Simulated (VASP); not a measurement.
PbS: electric field gradients with PBE

Crystal: PbS.

```xyz
2
Lattice="0.0000 2.9895 2.9895 2.9895 0.0000 2.9895 2.9895 2.9895 0.0000" Properties=species:S:1:pos:R:3 pbc="T T T"
Pb    0.0000    0.0000    0.0000
S     2.9895    2.9895    2.9895
```

This cell differs from its parent crystal: volume scaled by 1.025.

```json
{
 "Program": "VASP 6.6.1",
 "Task": "electric field gradients",
 "Functional": "PBE",
 "Potentials or basis": "VASP PAW PBE potentials, release 64 (Pb_d, S)",
 "Cutoff": "520 eV",
 "k mesh": "8 × 8 × 8",
 "Occupations": "fermi-dirac, width 0.01 eV",
 "Spin": "no spin polarisation",
 "Dipole correction": "no",
 "Further INCAR settings": "ALGO = Normal; EDIFF = 1e-08; NBANDS = 17"
}
```

The pressure is 0.7 GPa. The band gap on the k mesh is 0.45 eV, direct.

Levels at points of the mesh, in eV from the valence-band top:
```tsv
k point	band 7	band 8	band 9	band 10	band 11	band 12	band 13	band 14
(0.00, 0.00, 0.00)	-6.05	-2.03	-2.03	-2.03	5.17	5.17	5.17	6.82
(0.50, 0.00, 0.00)	-8.69	-1.66	-1.66	0.00	0.45	2.04	2.04	8.66
(0.50, 0.50, 0.00)	-7.14	-4.97	-3.26	-3.26	3.99	5.52	5.62	5.62
```

It took 22 s on 1 thread of Intel Xeon 6975P-C (shared host), peak memory 0.18 GiB.

Caveat: without QUAD_EFG the Cq values of the log hold for a quadrupole moment of 1 mb, not for the nuclei; spin-orbit coupling is left out, which moves the levels of the heavy elements. A k mesh can miss the band edges.
